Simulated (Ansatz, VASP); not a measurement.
PIr: VASP beside Ansatz

Contents of INCAR:

```
  PREC = Accurate
  ENCUT = 500
  EDIFF = 1E-6
  ISMEAR = -1
  SIGMA = 0.08
  LREAL = F
  LASPH = T
  NELM = 120
  ALGO = Normal
  ISIF = 2
  LWAVE = F
  LCHARG = T
  GGA = CA
  LELF = T
  LVHAR = T
  NBANDS = 14
  GGA_COMPAT = F
```

The input KPOINTS:

```
regular mesh
0
Gamma
  14 14 14
```

Contents of POSCAR:

```
PIr
1.0
    0.0000000000      2.2524383660      2.2524383660
    2.2524383660      0.0000000000      2.2524383660
    2.2524383660      2.2524383660      0.0000000000
Ir P
1 1
Direct
    0.0000000000      0.0000000000      0.0000000000
    0.5000000000      0.5000000000      0.5000000000
```

Input for Ansatz:

```yaml
crystal:
  lattice:
    - [0.0, 2.252438366, 2.252438366]
    - [2.252438366, 0.0, 2.252438366]
    - [2.252438366, 2.252438366, 0.0]
  atoms:
    - { symbol: Ir, position: [0.0, 0.0, 0.0] }
    - { symbol: P, position: [0.5, 0.5, 0.5] }
kpoints:
  mp_grid: { grid: [14, 14, 14] }
scf:
  occupations: { method: fermi_dirac, width: 0.08 }
hamiltonian:
  xc: lda
  pseudopotentials: { kind: all_electron, datasets: crystal }
output:
  forces: true
  stress: true
  eigenvalues: true
```

Change from the starting cell: volume scaled by 0.8, crystal datasets.

Alike in both runs: task single point; functional LDA; k mesh 14 × 14 × 14; occupations fermi-dirac, width 0.08 eV; no spin polarisation.

|  | VASP | Ansatz |
| --- | --- | --- |
| version | VASP 6.6.1 | Ansatz 0.2.0 |
| potentials or method | VASP PAW LDA potentials, release 64 (Ir, P), cutoff 500 eV | all-electron PAW with datasets made for the crystal, scalar-relativistic |

```tsv
	VASP	Ansatz	Ansatz less VASP
pressure (GPa)	93.9	89.8	-4.10
```

LDA's correlation is that of Perdew and Zunger in VASP and of Perdew and Wang (1992) in Ansatz. Both programs put the cell under a high pressure, so it lies far from rest at this level. Ansatz ran all-electron here, and VASP with PAW potentials.

Spin-orbit coupling is off throughout. Noted on VASP's run: the cell as given lies far from equilibrium.
